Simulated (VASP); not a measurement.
# Ni (P6_3/mmc) in VASP: a series of runs

The runs below take Ni through single point, with PBE, LDA, PBEsol.

Program: VASP 6.6.1. These are calculated values, not measurements. Logs are shortened: lines on timing, memory, paths and dates and some standing lists are left out, and cuts for length are marked.

## (1) The cell of the first run

Symmetry: P6_3/mmc, No. 194, hexagonal system. The conventional cell has a = 2.448 Å, b = 2.448 Å, c = 4.073 Å, α = 90.00°, β = 90.00°, γ = 120.00°. Ni (site symmetry -6m2) has 12 Ni at 2.45 to 2.48 Å within 3.2 Å.

## (2) Single point, PBE, collinear spin, ferromagnetic start

Input file INCAR:

```
SYSTEM = Ni
  PREC = Accurate
  ENCUT = 520
  EDIFF = 1E-6
  ISMEAR = -1
  SIGMA = 0.05
  LREAL = .FALSE.
  LASPH = .TRUE.
  NELM = 150
  ALGO = Normal
  ISIF = 2
  LWAVE = .FALSE.
  LCHARG = .TRUE.
  ISPIN = 2
  MAGMOM = 1 1
  LORBIT = 11
  LMAXMIX = 4
  GGA = PE
  LELF = .TRUE.
  LVHAR = .TRUE.
  NBANDS = 21
```

Input file KPOINTS:

```
regular mesh
0
G
  12 12 7
  0 0 0
```

Input file POSCAR:

```
Ni
1.0
    2.4480228978      0.0000000000      0.0000000000
   -1.2240114489      2.1200500186      0.0000000000
    0.0000000000      0.0000000000      4.0728075700
Ni
2
Direct
    0.6666666667      0.3333333333      0.7500000000
    0.3333333333      0.6666666667      0.2500000000
```

Potentials or basis: VASP PAW PBE potentials, release 64 (Ni).

Started as:

```bash
> cat potpaw_PBE.64/Ni/POTCAR > POTCAR
> mpirun -np 1 vasp_std > vasp.out
```

OUTCAR:

```text
SYSTEM = Ni
   PREC = Accurate
   ENCUT = 520
   EDIFF = 1E-6
   ISMEAR = -1
   LREAL = .FALSE.
   LASPH = .TRUE.
   NELM = 150
   ISIF = 2
   ISPIN = 2
   LORBIT = 11
   GGA = PE

 ion  position               nearest neighbor table
   1  0.667  0.333  0.750-   2 2.48   2 2.48   2 2.48   2 2.48   2 2.48   2 2.48
   2  0.333  0.667  0.250-   1 2.48   1 2.48   1 2.48   1 2.48   1 2.48   1 2.48

  LATTYP: Found a hexagonal cell.
 ALAT       =     2.4480228978
 C/A-ratio  =     1.6637130207

  Lattice vectors:

 A1 = (   2.4480228978,   0.0000000000,   0.0000000000)
 A2 = (  -1.2240114489,   2.1200500186,   0.0000000000)
 A3 = (   0.0000000000,   0.0000000000,   4.0728075700)

Analysis of symmetry for initial positions (statically):
=====================================================================
 Subroutine PRICEL returns:
 Original cell was already a primitive cell.

 Routine SETGRP: Setting up the symmetry group for a
 hexagonal supercell.

 Subroutine GETGRP returns: Found 24 space group operations
 (whereof 12 operations were pure point group operations)
 out of a pool of 24 trial point group operations.

The static configuration has the point symmetry D_3d.
 The point group associated with its full space group is D_6h.

Analysis of symmetry for dynamics (positions and initial velocities):
=====================================================================
 Subroutine PRICEL returns:
 Original cell was already a primitive cell.

 Routine SETGRP: Setting up the symmetry group for a
 hexagonal supercell.

 Subroutine GETGRP returns: Found 24 space group operations
 (whereof 12 operations were pure point group operations)
 out of a pool of 24 trial point group operations.

The dynamic configuration has the point symmetry D_3d.
 The point group associated with its full space group is D_6h.

Analysis of structural, dynamic, and magnetic symmetry:
=====================================================================
 Subroutine PRICEL returns:
 Original cell was already a primitive cell.

 Routine SETGRP: Setting up the symmetry group for a
 hexagonal supercell.

 Subroutine GETGRP returns: Found 24 space group operations
 (whereof 12 operations were pure point group operations)
 out of a pool of 24 trial point group operations.

The overall configuration has the point symmetry D_3d.
 The point group associated with its full space group is D_6h.

 Subroutine INISYM returns: Found 24 space group operations
 (whereof 12 operations are pure point group operations),
 and found     1 'primitive' translations
[... 109 lines left out ...]
   EFERMI =   0.00;   METHOD = LEGACY
   ISMEAR =    -1;   SIGMA  =   0.05  broadening in eV -4-tet -1-fermi 0-gaus
   EFERMI_NEDOS =   21; number of points for ismear=-14 and -15
   IALGO  =     38    algorithm
   IMIX   =      4    mixing-type and parameters
     AMIX     =   0.40;   BMIX     =  1.00
     AMIX_MAG =   1.60;   BMIX_MAG =  1.00
  volume/ion in A,a.u.               =      10.57        71.32
  Fermi-wavevector in a.u.,A,eV,Ry     =   1.607187  3.037143 35.144518  2.583049
  Thomas-Fermi vector in A             =   2.703255
   LORBIT       =     11    0 simple, 1 ext, 2 COOP (PROOUT), +10 PAW based schemes
   GGA     = PE    functional components
   LHFCALC =     F    Hartree Fock is set to
   AEXX    =    0.0000 exact exchange contribution
   IVDW    =     0    specifies the selected vdW correction
   LEPSILON=     F    determine dielectric tensor
   LRPA    =     F    only Hartree local field effects (RPA)
 spin polarized calculation
  energy-cutoff  :      520.00
  volume of cell :       21.14
 maximum number of plane-waves:       586
   NGX =  9   NGY =  9   NGZ = 15

 number of electron      19.9999995 magnetization       1.2665009

 Free energy of the ion-electron system (eV)
  ---------------------------------------------------
  ext. energy  EPLUGINS =         0.00000000
  ---------------------------------------------------
  free energy    TOTEN  =       -10.88542730 eV

  energy without entropy =      -10.85049513  energy(sigma->0) =      -10.86796122

 E-fermi :   9.8115     XC(G=0): -13.4264

 val. band max:        9.8090434964   @ k =   0.3333   0.3333   0.2857
 cond. band min:       9.8179415251   @ k =   0.5000  -0.0000   0.4286
 fundamental gap:      0.0088980288
 Fermi energy:         9.8115223079

 spin component 1

 k-point     1 :       0.0000    0.0000    0.0000
  band No.  band energies     occupation
      1       0.5766      1.00000
      2       4.7828      1.00000
      3       7.2267      1.00000
      4       7.3864      1.00000
      5       7.3864      1.00000
      6       7.6497      1.00000
[... 565 lines left out ...]
     20      34.8855      0.00000
     21      37.9674      0.00000

 [... further k-points ...]

 spin component 2

 k-point     1 :       0.0000    0.0000    0.0000
  band No.  band energies     occupation
      1       0.5496      1.00000
      2       5.1895      1.00000
      3       7.9463      1.00000
      4       8.0748      1.00000
      5       8.0748      1.00000
      6       8.3569      1.00000
[... 565 lines left out ...]
     20      34.9814      0.00000
     21      38.0258      0.00000

 [... further k-points ...]
[... 5 lines left out ...]
  --------------------------------------------------------------------------------------
  -------------------------------------------------------------------------------------
  Total        1.0941820      1.0941820      0.5863776      0.0000000      0.0000000      0.0000000
  in kB       82.9363049     82.9363049     44.4459823      0.0000000      0.0000000      0.0000000
  external PRESSURE =      70.1061974 kB  Pullay stress =       0.0000000 kB

 VOLUME and BASIS-vectors are now :
 -----------------------------------------------------------------------------
  energy-cutoff  :      520.00
  volume of cell :       21.14
      direct lattice vectors                 reciprocal lattice vectors
     2.448022898  0.000000000  0.000000000     0.408492911  0.235843492  0.000000000
    -1.224011449  2.120050019  0.000000000     0.000000000  0.471686984  0.000000000
     0.000000000  0.000000000  4.072807570     0.000000000  0.000000000  0.245530873

 POSITION                                       TOTAL-FORCE (eV/Angst)
 -----------------------------------------------------------------------------------
      1.22401      0.70668      3.05461        -0.000000      0.000000      0.000000
     -0.00000      1.41337      1.01820         0.000000     -0.000000      0.000000
 -----------------------------------------------------------------------------------
    total drift:                               -0.000000      0.000000     -0.000000

  FREE ENERGIE OF THE ION-ELECTRON SYSTEM (eV)
  ---------------------------------------------------
  free  energy   TOTEN  =       -10.8854273020 eV

  energy  without entropy=      -10.8504951335  energy(sigma->0) =      -10.86796122

 total charge

# of ion       s       p       d       tot
------------------------------------------
    1        0.510   0.524   8.331   9.364
    2        0.510   0.524   8.331   9.364
--------------------------------------------------
tot          1.019   1.048  16.661  18.728

 magnetization (x)

# of ion       s       p       d       tot
------------------------------------------
    1       -0.005  -0.025   0.672   0.642
    2       -0.005  -0.025   0.672   0.642
--------------------------------------------------
tot         -0.009  -0.049   1.343   1.284
```

OSZICAR:

```text
N       E                     dE             d eps       ncg     rms          rms(c)
DAV:   1     0.959383289007E+02    0.95938E+02   -0.91060E+03  6832   0.141E+03
DAV:   2    -0.727687237192E+01   -0.10322E+03   -0.95273E+02  6504   0.234E+02
DAV:   3    -0.128728440913E+02   -0.55960E+01   -0.54061E+01  7282   0.626E+01
DAV:   4    -0.129389642599E+02   -0.66120E-01   -0.66077E-01  7385   0.639E+00
DAV:   5    -0.129407156121E+02   -0.17514E-02   -0.17513E-02  7387   0.103E+00    0.145E+01
DAV:   6    -0.115030806913E+02    0.14376E+01   -0.68372E+00  7540   0.569E+01    0.840E+00
DAV:   7    -0.109220687301E+02    0.58101E+00   -0.14215E+00  7426   0.228E+01    0.282E+00
DAV:   8    -0.108914852812E+02    0.30583E-01   -0.11844E-02  9099   0.141E+00    0.137E+00
DAV:   9    -0.108866608869E+02    0.48244E-02   -0.65971E-04  9752   0.306E-01    0.409E-01
DAV:  10    -0.108854192108E+02    0.12417E-02   -0.13573E-04 10669   0.237E-01    0.508E-02
DAV:  11    -0.108854417285E+02   -0.22518E-04   -0.28021E-05  7930   0.658E-02    0.361E-02
DAV:  12    -0.108854272147E+02    0.14514E-04   -0.23590E-06  7867   0.236E-02    0.172E-02
DAV:  13    -0.108854273020E+02   -0.87340E-07   -0.16045E-06  5348   0.131E-02
   1 F= -.10885427E+02 E0= -.10867961E+02  d E =-.349322E-01  mag=     1.2666
```

Run time: 43 s. Hardware: 1 thread of Intel Xeon Platinum 8488C (Sapphire Rapids), shared host; peak memory 0.17 GiB.

Results:

| Quantity | Value |
| --- | --- |
| Free energy | -10.8854 eV |
| Pressure | 7.0 GPa |
| Net moment | 1.27 μB per cell |
| Site moments | Ni +0.64 μB |
| Valence electrons inside the program's atomic spheres | Ni 9.36 |

[end of part 1 of 2]
